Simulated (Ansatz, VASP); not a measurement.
**GaP in VASP and in Ansatz**

```xyz
2
Lattice="0.0000 2.6981 2.6981 2.6981 0.0000 2.6981 2.6981 2.6981 0.0000" Properties=species:S:1:pos:R:3 pbc="T T T"
Ga    0.0000    0.0000    0.0000
P     1.3491    1.3491    1.3491
```

Change from the starting cell: hydrostatic strain -1.0%.

Alike in both runs: task single point; functional PBE; k mesh 8 × 8 × 8; occupations fermi-dirac, width 0.02 eV; no spin polarisation.

```csv
,VASP,Ansatz
version,VASP 6.6.1,Ansatz 0.2.0
potentials or method,"VASP PAW PBE potentials, release 64 (Ga_d, P)","plane waves, PAW"
plane-wave cutoff (eV),520,420
valence electrons in the cell,18,18
```

```csv
,VASP,Ansatz,Ansatz less VASP
gap on the k mesh at the Fermi level (eV),1.59,1.59,0.000
pressure (GPa),5.2,5.3,+0.10
```

With one functional, cell and mesh, what is left measures potentials, basis and numerics.
